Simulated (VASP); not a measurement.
# Cu (P6_3/mmc) in VASP: notebook, part 2 of 2

VASP 6.6.1. The steps go on from the part before.

## (3) Single point, PBEsol

This run uses another cell than the first one, of 11.32 Å³/atom, 0.840 times its volume.

INCAR

```
PREC = Accurate
ENCUT = 520
EDIFF = 1E-6
ISMEAR = 0
SIGMA = 0.15
LREAL = False
LASPH = True
NELM = 80
ALGO = Fast
ISIF = 2
LWAVE = False
LCHARG = True
GGA = PS
LELF = True
LVHAR = True
NBANDS = 18
```

KPOINTS

```
Automatic mesh
0
Gamma
  30 30 14
```

POSCAR

```
Cu
1.0
    2.5205910259      0.0000000000      0.0000000000
   -1.2602955130      2.1828958610      0.0000000000
    0.0000000000      0.0000000000      4.1165232698
Cu
2
Direct
    0.3333333333      0.6666666667      0.2500000000
    0.6666666667      0.3333333333      0.7500000000
```

Potentials or basis: VASP PAW PBE potentials, release 64 (Cu).

Launch:

```bash
$ cat potpaw_PBE.64/Cu/POTCAR > POTCAR
$ mpirun -np 1 vasp_std > vasp.out
```

OUTCAR:

```text
PREC = Accurate
   ENCUT = 520
   EDIFF = 1E-6
   ISMEAR = 0
   LREAL = False
   LASPH = True
   NELM = 80
   ISIF = 2
   GGA = PS

 ion  position               nearest neighbor table
   1  0.333  0.667  0.250-   2 2.52   2 2.52   2 2.52   2 2.52   2 2.52   2 2.52
   2  0.667  0.333  0.750-   1 2.52   1 2.52   1 2.52   1 2.52   1 2.52   1 2.52

  LATTYP: Found a hexagonal cell.
 ALAT       =     2.5205910259
 C/A-ratio  =     1.6331579489

  Lattice vectors:

 A1 = (   2.5205910259,   0.0000000000,   0.0000000000)
 A2 = (  -1.2602955130,   2.1828958610,   0.0000000000)
 A3 = (   0.0000000000,   0.0000000000,   4.1165232698)

Analysis of symmetry for initial positions (statically):
=====================================================================
 Subroutine PRICEL returns:
 Original cell was already a primitive cell.

 Routine SETGRP: Setting up the symmetry group for a
 hexagonal supercell.

 Subroutine GETGRP returns: Found 24 space group operations
 (whereof 12 operations were pure point group operations)
 out of a pool of 24 trial point group operations.

The static configuration has the point symmetry D_3d.
 The point group associated with its full space group is D_6h.

Analysis of symmetry for dynamics (positions and initial velocities):
=====================================================================
 Subroutine PRICEL returns:
 Original cell was already a primitive cell.

 Routine SETGRP: Setting up the symmetry group for a
 hexagonal supercell.

 Subroutine GETGRP returns: Found 24 space group operations
 (whereof 12 operations were pure point group operations)
 out of a pool of 24 trial point group operations.

The dynamic configuration has the point symmetry D_3d.
 The point group associated with its full space group is D_6h.

 Subroutine INISYM returns: Found 24 space group operations
 (whereof 12 operations are pure point group operations),
 and found     1 'primitive' translations

----------------------------------------------------------------------------------------

                                     Primitive cell

  volume of cell :      22.6499

  direct lattice vectors                    reciprocal lattice vectors
     2.520591026  0.000000000  0.000000000     0.396732350  0.229053529  0.000000000
    -1.260295513  2.182895861  0.000000000     0.000000000  0.458107058  0.000000000
     0.000000000  0.000000000  4.116523270     0.000000000  0.000000000  0.242923442

  length of vectors
     2.520591026  2.520591026  4.116523270     0.458107058  0.458107058  0.242923442

  position of ions in fractional coordinates (direct lattice)
     0.333333333  0.666666667  0.250000000
     0.666666667  0.333333333  0.750000000

  ion indices of the primitive-cell ions
   primitive index   ion index
                 1           1
                 2           2

----------------------------------------------------------------------------------------

 KPOINTS: Automatic mesh

Automatic generation of k-mesh.
 Grid dimensions read from file:
 generate k-points for:   30   30   14

 Generating k-lattice:

  Cartesian coordinates                     Fractional coordinates (reciprocal lattice)
     0.013224412  0.007635118  0.000000000     0.033333333  0.000000000  0.000000000
     0.000000000  0.015270235  0.000000000     0.000000000  0.033333333  0.000000000
     0.000000000  0.000000000  0.017351674     0.000000000  0.000000000  0.071428571

  Length of vectors
     0.015270235  0.015270235  0.017351674

  Shift w.r.t. Gamma in fractional coordinates (k-lattice)
     0.000000000  0.000000000  0.000000000

 Subroutine IBZKPT returns following result:
 ===========================================

 Found    728 irreducible k-points:

 Following reciprocal coordinates:
            Coordinates               Weight
  0.000000  0.000000  0.000000      1.000000
  0.033333  0.000000  0.000000      6.000000
  0.066667  0.000000  0.000000      6.000000
  0.100000  0.000000  0.000000      6.000000
  0.133333 -0.000000  0.000000      6.000000
  0.166667  0.000000  0.000000      6.000000
[... 16 lines left out ...]
  0.233333  0.033333  0.000000     12.000000
  0.266667  0.033333  0.000000     12.000000
 [... further k-points ...]
   k-points           NKPTS =    728   k-points in BZ     NKDIM =    728   number of bands    NBANDS=     18
   number of dos      NEDOS =    301   number of ions     NIONS =      2
   total plane-waves  NPLWV =  12800
   dimension x,y,z NGX =    20 NGY =   20 NGZ =   32
   dimension x,y,z NGXF=    40 NGYF=   40 NGZF=   64
   ions per type =               2
   NGX,Y,Z   is equivalent  to a cutoff of  13.19, 13.19, 12.92 a.u.
   NGXF,Y,Z  is equivalent  to a cutoff of  26.38, 26.38, 25.85 a.u.
 SYSTEM =  unknown system
   PREC   = accura    normal or accurate (medium, high low for compatibility)
   ISTART =      0    job   : 0-new  1-cont  2-samecut
   ICHARG =      2    charge: 1-file 2-atom 10-const
   ISPIN  =      1    spin polarized calculation?
   LNONCOLLINEAR =      F non collinear calculations
   LSORBIT =      F    spin-orbit coupling
   LASPH  =      T    aspherical Exc in radial PAW
   ENCUT  =  520.0 eV  38.22 Ry    6.18 a.u.   4.69  4.69  7.65*2*pi/ulx,y,z
   NELM   =     80;   NELMIN=  2; NELMDL= -5     # of ELM steps
   EDIFF  = 0.1E-05   stopping-criterion for ELM
   LREAL  =      F    real-space projection
   EDIFFG = 0.1E-04   stopping-criterion for IOM
   NSW    =      0    number of steps for IOM
   IBRION =     -1    ionic relax: 0-MD 1-quasi-New 2-CG
   NFREE  =      0    steps in history (QN), initial steepest desc. (CG)
   ISIF   =      2    stress and relaxation
   ISYM   =      2    0-nonsym 1-usesym 2-fastsym
   POTIM  = 0.5000    time-step for ionic-motion
   TEBEG  =    0.0;   TEEND  =   0.0 temperature during run
   PSTRESS=    0.0 pullay stress
   NELECT =      22.0000    total number of electrons
   NUPDOWN=      -1.0000    fix difference up-down
   EMIN   =  10.00;   EMAX   =-10.00  energy-range for DOS
   EFERMI =   0.00;   METHOD = LEGACY
   ISMEAR =     0;   SIGMA  =   0.15  broadening in eV -4-tet -1-fermi 0-gaus
   EFERMI_NEDOS =   21; number of points for ismear=-14 and -15
   IALGO  =     68    algorithm
   IMIX   =      4    mixing-type and parameters
     AMIX     =   0.40;   BMIX     =  1.00
     AMIX_MAG =   1.60;   BMIX_MAG =  1.00
  volume/ion in A,a.u.               =      11.32        76.42
  Fermi-wavevector in a.u.,A,eV,Ry     =   1.621289  3.063792 35.763969  2.628578
  Thomas-Fermi vector in A             =   2.715089
   LORBIT       =      0    0 simple, 1 ext, 2 COOP (PROOUT), +10 PAW based schemes
   GGA     = PS    functional components
   LHFCALC =     F    Hartree Fock is set to
   AEXX    =    0.0000 exact exchange contribution
   IVDW    =     0    specifies the selected vdW correction
   LEPSILON=     F    determine dielectric tensor
   LRPA    =     F    only Hartree local field effects (RPA)
 non-spin polarized calculation
 RMM-DIIS sequential band-by-band and
 Gauss-broadening in eV      SIGMA  =   0.15
  energy-cutoff  :      520.00
  volume of cell :       22.65
 maximum number of plane-waves:       628
 NGX is ok and might be reduce to    20

 number of electron      21.9999982 magnetization

 Free energy of the ion-electron system (eV)
  ---------------------------------------------------
  ext. energy  EPLUGINS =         0.00000000
  ---------------------------------------------------
  free energy    TOTEN  =        -8.60368806 eV

  energy without entropy =       -8.59767051  energy(sigma->0) =       -8.60067928

 E-fermi :   7.9019     XC(G=0): -13.1544

 val. band max:        7.9012202485   @ k =   0.3000   0.2000   0.2857
 cond. band min:       7.9125441359   @ k =   0.5000   0.0000   0.0000
 fundamental gap:      0.0113238874
 Fermi energy:         7.9019209328

 k-point     1 :       0.0000    0.0000    0.0000
  band No.  band energies     occupation
      1      -1.7843      2.00000
      2       2.5913      2.00000
      3       4.7653      2.00000
      4       4.8300      2.00000
      5       4.8300      2.00000
      6       5.0529      2.00000
[... 10 lines left out ...]
     17      31.9460      0.00000
     18      32.0020      0.00000
[... 463 lines left out ...]
 k-point    24 :       0.2667    0.0333    0.0000
  band No.  band energies     occupation
      1       0.7095      2.00000
      2       3.4286      2.00000
      3       3.8792      2.00000
      4       4.2776      2.00000
      5       4.7947      2.00000
      6       4.9353      2.00000
[... 10 lines left out ...]
     17      25.7881      0.00000
     18      28.8399      0.00000

 [... further k-points ...]
[... 5 lines left out ...]
  --------------------------------------------------------------------------------------
  -------------------------------------------------------------------------------------
  Total        0.1045864      0.1045864      0.2396712     -0.0000000     -0.0000000      0.0000000
  in kB        7.3980961      7.3980961     16.9535425     -0.0000000     -0.0000000      0.0000000
  external PRESSURE =      10.5832449 kB  Pullay stress =       0.0000000 kB

 VOLUME and BASIS-vectors are now :
 -----------------------------------------------------------------------------
  energy-cutoff  :      520.00
  volume of cell :       22.65
      direct lattice vectors                 reciprocal lattice vectors
     2.520591026  0.000000000  0.000000000     0.396732350  0.229053529  0.000000000
    -1.260295513  2.182895861  0.000000000     0.000000000  0.458107058  0.000000000
     0.000000000  0.000000000  4.116523270     0.000000000  0.000000000  0.242923442

 POSITION                                       TOTAL-FORCE (eV/Angst)
 -----------------------------------------------------------------------------------
     -0.00000      1.45526      1.02913         0.000000     -0.000000      0.000000
      1.26030      0.72763      3.08739        -0.000000      0.000000      0.000000
 -----------------------------------------------------------------------------------
    total drift:                               -0.000000      0.000000     -0.000000

  FREE ENERGIE OF THE ION-ELECTRON SYSTEM (eV)
  ---------------------------------------------------
  free  energy   TOTEN  =        -8.6036880566 eV

  energy  without entropy=       -8.5976705098  energy(sigma->0) =       -8.60067928
```

OSZICAR:

```text
N       E                     dE             d eps       ncg     rms          rms(c)
DAV:   1     0.120451715048E+03    0.12045E+03   -0.10540E+04 28472   0.221E+03
DAV:   2    -0.468632469286E+01   -0.12514E+03   -0.11880E+03 26264   0.287E+02
DAV:   3    -0.107449275947E+02   -0.60586E+01   -0.58124E+01 29232   0.854E+01
DAV:   4    -0.108088994797E+02   -0.63972E-01   -0.63928E-01 31032   0.950E+00
DAV:   5    -0.108096955010E+02   -0.79602E-03   -0.79599E-03 32252   0.919E-01    0.119E+01
RMM:   6    -0.937447161804E+01    0.14352E+01   -0.12462E+01 30665   0.626E+01    0.657E+00
RMM:   7    -0.862878542627E+01    0.74569E+00   -0.21514E+00 30324   0.271E+01    0.151E+00
RMM:   8    -0.860695463681E+01    0.21831E-01   -0.74476E-02 32155   0.253E+00    0.423E-01
RMM:   9    -0.860340264611E+01    0.35520E-02   -0.17234E-02 31659   0.247E+00    0.464E-02
RMM:  10    -0.860366374759E+01   -0.26110E-03   -0.26122E-03 32617   0.597E-01    0.440E-02
RMM:  11    -0.860367767137E+01   -0.13924E-04   -0.36486E-04 32640   0.192E-01    0.990E-03
RMM:  12    -0.860368675148E+01   -0.90801E-05   -0.87383E-05 35234   0.911E-02    0.437E-03
RMM:  13    -0.860368778685E+01   -0.10354E-05   -0.96332E-06 26349   0.317E-02    0.333E-03
RMM:  14    -0.860368805655E+01   -0.26970E-06   -0.22939E-06 20530   0.147E-02
   1 F= -.86036881E+01 E0= -.86006793E+01  d E =-.601755E-02
```

stdout:

```text
POSCAR found type information on POSCAR Cu
 POSCAR found :  1 types and       2 ions
 scaLAPACK will be used
 -----------------------------------------------------------------------------
|                                                                             |
|                                                                             |
|     You enforced a specific xc type in the INCAR file but a different       |
|     I HOPE YOU KNOW WHAT YOU ARE DOING!                                     |
|                                                                             |
 -----------------------------------------------------------------------------

 LDA part: xc-table for (Slater+PW92), standard interpolation
 POSCAR, INCAR and KPOINTS ok, starting setup
 FFT: planning ... GRIDC
 FFT: planning ... GRID_SOFT
 FFT: planning ... GRID
 WAVECAR not read
 entering main loop
WARNING in EDDRMM: call to ZHEGV failed, returncode =   6  3     14
WARNING in EDDRMM: call to ZHEGV failed, returncode =   6  3     15
WARNING in EDDRMM: call to ZHEGV failed, returncode =   6  3     16
WARNING in EDDRMM: call to ZHEGV failed, returncode =   6  3     17
WARNING in EDDRMM: call to ZHEGV failed, returncode =   6  3     14
```

Wall time 6.9 min (1 thread of AMD EPYC 7R13, shared host); peak memory 0.31 GiB.

What came out:

| Quantity | Value |
| --- | --- |
| Free energy | -8.6037 eV |
| Pressure | 1.1 GPa |
| Band gap on the k mesh | zero (band 11 reaches 12.05 eV, above the bottom of band 12 at 5.92 eV) |

Caveat: the PAW data sets were made with another functional, which shifts forces and pressure a little.

## (4) Single point, PBEsol (volume scaled by 1.06, then relaxed in part)

INCAR

```
ALGO = Normal ; EDIFF = 1E-6
ENCUT = 700 ; GGA = PS
GGA_COMPAT = False ; ISIF = 2
ISMEAR = 0 ; LASPH = True
LCHARG = False ; LREAL = False
LWAVE = False ; NBANDS = 26
NELM = 120 ; PREC = Accurate
SIGMA = 0.1
```

KPOINTS

```
k-points
0
Gamma
  18 18 10
```

POSCAR

```
Cu
1.0
    2.5700269297      0.0000000000      0.0000000000
   -1.2850134648      2.2257086095      0.0000000000
    0.0000000000      0.0000000000      4.1972599085
Cu
2
Direct
    0.3333333333      0.6666666667      0.2500000000
    0.6666666667      0.3333333333      0.7500000000
```

Potentials or basis: VASP PAW PBE potentials, release 64 (Cu_sv_GW).

Launch:

```bash
$ cat potpaw_PBE.64/Cu_sv_GW/POTCAR > POTCAR
$ mpirun -np 1 vasp_std > vasp.out
```

It took 2.2 min on 1 thread of Intel Xeon Platinum 8488C (Sapphire Rapids), shared host; peak memory 0.32 GiB.

Results (log left out):

```
Free energy            : -8.7169 eV
Pressure               : -13.1 GPa
Band gap on the k mesh : zero (band 19 reaches 11.16 eV, above the bottom of band 20 at 5.32 eV)
```

Levels at points of the mesh, in eV from the Fermi level:
```tsv
k point	band 16	band 17	band 18	band 19	band 20	band 21	band 22	band 23
(0.00, 0.00, 0.00)	-2.34	-2.34	-1.60	-1.60	-0.97	3.71	21.26	21.46
(0.50, 0.00, 0.00)	-1.50	-1.46	-1.41	0.06	1.57	7.68	8.00	10.62
(0.00, 0.00, 0.50)	-2.87	-1.82	-1.82	-1.82	-1.82	12.32	12.32	21.95
(0.50, 0.00, 0.50)	-1.78	-1.44	-1.44	0.51	0.51	4.78	4.78	15.91
```

Caveat: the cell differs from its parent crystal (volume scaled by 1.06, then relaxed in part); the PAW data sets were made with another functional, which shifts forces and pressure a little.

## (5) Relaxation of cell and atoms, PBEsol

This run uses another cell than the first one: it holds 6 atoms, not 2.

INCAR

```
PREC     = Accurate       # precision mode
ENCUT    = 600            # plane-wave cutoff, eV
EDIFF    = 1E-7           # SCF threshold, eV
ISMEAR   = 0              # smearing method
SIGMA    = 0.1            # smearing width, eV
LREAL    = False          # projectors in reciprocal space
LASPH    = True           # aspherical terms in the spheres
NELM     = 60             # most SCF steps
ALGO     = Fast           # electronic algorithm
ISIF     = 3              # what is computed and relaxed
LWAVE    = False          # write WAVECAR
LCHARG   = False          # write CHGCAR
GGA      = PS             # functional
IBRION   = 2              # ionic algorithm
NSW      = 80             # ionic steps
EDIFFG   = -0.015         # ionic threshold
```

KPOINTS

```
Automatic mesh
0
Gamma
  8 12 12
```

POSCAR

```
Cu
1.0
    0.0000000000      0.0000000000     -4.1165232687
   -3.7808865382     -2.1828958606      0.0000000000
    0.0000000000      4.3657917212      0.0000000000
Cu
6
Direct
    0.7500000000      0.6666666667      0.6666666667
    0.7500000000      1.0000000000      0.3333333333
    0.7500000000      0.3333333333      0.0000000000
    0.2500000000      0.3333333333      0.3333333333
    0.2500000000      0.6666666667      1.0000000000
    0.2500000000      1.0000000000      0.6666666667
```

Potentials or basis: VASP PAW PBE potentials, release 64 (Cu).

Launch:

```bash
$ cat potpaw_PBE.64/Cu/POTCAR > POTCAR
$ mpirun -np 1 vasp_std > vasp.out
```

Wall time 20 min (1 thread of Intel Xeon Platinum 8259CL at 2.50GHz (Skylake/Cascade Lake), shared host); peak memory 0.36 GiB.

Results (log left out):

```yaml
Free_energy: -25.8083 eV
Relaxed_volume: 11.38 Å³/atom
Relaxed_cell: a = 4.142 Å, b = 4.363 Å, c = 4.363 Å, α = 120.00°, β = 90.00°, γ = 90.00°
Space_group_after_relaxing_to_0.05_Å: P6_3/mmc (No. 194)
Energy_gained_by_relaxing: 0.3 meV/atom
Ionic_steps: 6
Pressure_after_relaxing: -0.1 GPa
Band_gap_on_the_k_mesh: zero (band 33 reaches 12.01 eV, above the bottom of band 34 at 6.57 eV)
```

The path:
| step | energy change (eV) | largest force (eV/Å) | pressure (GPa) | volume (Å³) |
| --- | --- | --- | --- | --- |
| 1 | 0.0000 | 0.0000 | 0.70 | 67.95 |
| 2 | -0.0017 | 0.0000 | -0.35 | 68.44 |
| 3 | -0.0017 | 0.0000 | -0.25 | 68.38 |
| 4 | -0.0020 | 0.0000 | -0.27 | 68.28 |
| 5 | -0.0020 | 0.0000 | 0.22 | 68.24 |
| 6 | -0.0020 | 0.0000 | -0.09 | 68.27 |

Final structure:
```
Cu
1.0
     0.00000    0.00000   -4.14190
    -3.77809   -2.18128    0.00000
     0.00000    4.36256    0.00000
Cu
6
Direct
  0.75000 0.66667 0.66667
  0.75000 0.00000 0.33333
  0.75000 0.33333 0.00000
  0.25000 0.33333 0.33333
  0.25000 0.66667 0.00000
  0.25000 0.00000 0.66667
```

Levels at points of the mesh, in eV from the Fermi level:
```
           k point  band 31  band 32  band 33  band 34  band 35  band 36
(0.00, 0.00, 0.00)    -1.73    -1.17     3.12     3.12     3.58     3.58
(0.50, 0.00, 0.00)    -1.70    -1.70     4.18     4.18     4.18     4.18
(0.00, 0.50, 0.00)    -1.59    -1.52     0.04     1.68     3.65     3.65
(0.50, 0.50, 0.00)    -1.26    -1.26    -1.26    -1.26     0.47     0.47
```

Caveat: the PAW data sets were made with another functional, which shifts forces and pressure a little.

## (6) Summary

```tsv
task	potentials or basis	cell	k mesh	cutoff (eV)	smearing	second run	gap on the mesh (eV)	pressure (GPa)
single point	VASP PAW PBE potentials, release 64 (Cu)	a = 2.672, b = 2.672, c = 4.364 Å, angles 90.0, 90.0, 120.0°, 2 atoms	24 × 24 × 12	520	gaussian 0.1 eV	-	none	-18.1
single point	VASP PAW PBE potentials, release 64 (Cu)	a = 2.521, b = 2.521, c = 4.117 Å, angles 90.0, 90.0, 120.0°, 2 atoms	30 × 30 × 14	520	gaussian 0.15 eV	-	none	1.1
single point	VASP PAW PBE potentials, release 64 (Cu_sv_GW)	a = 2.570, b = 2.570, c = 4.197 Å, angles 90.0, 90.0, 120.0°, 2 atoms	18 × 18 × 10	700	gaussian 0.1 eV	valence_matched	none	-13.1
relaxation of cell and atoms	VASP PAW PBE potentials, release 64 (Cu)	relaxed from a = 4.117, b = 4.366, c = 4.366 Å, angles 120.0, 90.0, 90.0°, 6 atoms	8 × 12 × 12	600	gaussian 0.1 eV	-	none	-0.1
```

Alike in all rows: level PBEsol; no spin polarisation.

Caveats: the PAW data sets were made with another functional, which shifts forces and pressure a little.

Absolute energies hang on the potentials; compare differences alone.
